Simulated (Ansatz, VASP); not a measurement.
## Two plane-wave programs on C

```
CELL_PARAMETERS angstrom
1.25340 0.72365 9.49093
-1.25340 0.72365 9.49093
0.00000 -1.44730 9.49093
ATOMIC_POSITIONS crystal
C 0.02482 0.02482 0.02482
C 0.97518 0.97518 0.97518
C 0.10869 0.10869 0.10869
C 0.89131 0.89131 0.89131
C 0.15837 0.15837 0.15837
C 0.84163 0.84163 0.84163
C 0.37486 0.37486 0.37486
C 0.62514 0.62514 0.62514
C 0.42532 0.42532 0.42532
C 0.57468 0.57468 0.57468
```

Alike in both runs: task single point; functional PBEsol; k mesh 12 × 12 × 12; occupations gaussian, width 0.05 eV; no spin polarisation.

|  | VASP | Ansatz |
| --- | --- | --- |
| version | VASP 6.6.1 | Ansatz 0.2.0 |
| potentials or method | VASP PAW PBE potentials, release 64 (C), cutoff 520 eV | scalar-relativistic, plane waves, PAW |
| valence electrons in the cell | 40 | 40 |

```tsv
	VASP	Ansatz	Ansatz less VASP
gap on the k mesh at the Fermi level (eV)	3.40	3.42	+0.013
least direct gap on the mesh (eV)	4.45	4.45	+0.006
rms of the force components (eV/Å)	0.701	0.683	-0.0174
```

VASP's potentials were made for PBE, not for PBEsol, and Ansatz warns of the same on its side. Atom by atom the forces differ by 0.017 eV/Å (rms over components). With one functional, cell and mesh, what is left measures potentials, basis and numerics.
